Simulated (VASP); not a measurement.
Runs of VASP 6.6.1 on Li7B. The structure is that of space group Im-3m (No. 229), or close to it. The cells are those of the table. The cell was built from a structure type or drawn by symmetry, and may not be a known phase.

| task | cell | k mesh | cutoff (eV) | gap on the mesh (eV) | pressure (GPa) | relaxed volume (Å³/atom) |
| --- | --- | --- | --- | --- | --- | --- |
| relaxation of cell and atoms | relaxed from a = 5.001 Å, angles 109.5°, 8 atoms | 4 × 4 × 4 | 600 | none | 0.0 | 14.95 |
| single point | a = 5.001 Å, angles 109.5°, 8 atoms | 4 × 4 × 4 | 520 | none | - | - |
| single point | a = 5.381 Å, angles 109.5°, 8 atoms | 8 × 8 × 8 | 520 | none | - | - |
| single point | a = 5.381 Å, angles 109.5°, 8 atoms | 4 × 4 × 4 | 520 | none | - | - |
| relaxation of cell and atoms | relaxed from a = 5.381 Å, angles 109.5°, 8 atoms | 8 × 8 × 8 | 600 | none | -0.1 | (a) |

Alike in all rows: level PBE; potentials or basis VASP PAW PBE potentials, release 64 (Li_sv, B); no spin polarisation; smearing gaussian 0.1 eV.

Q: Fill in the values left out.

A: (a) 14.96.

Caveats: some runs use coarse meshes; the cutoff is under 1.25 times the usual one of these potentials, so pressure, stress and relaxed cells hold a basis-set (Pulay) error; the volume moved by over 15 % at a fixed basis, so the end points are rough (at least some runs).

A gap of «none» marks levels without a gap at the run's occupations.
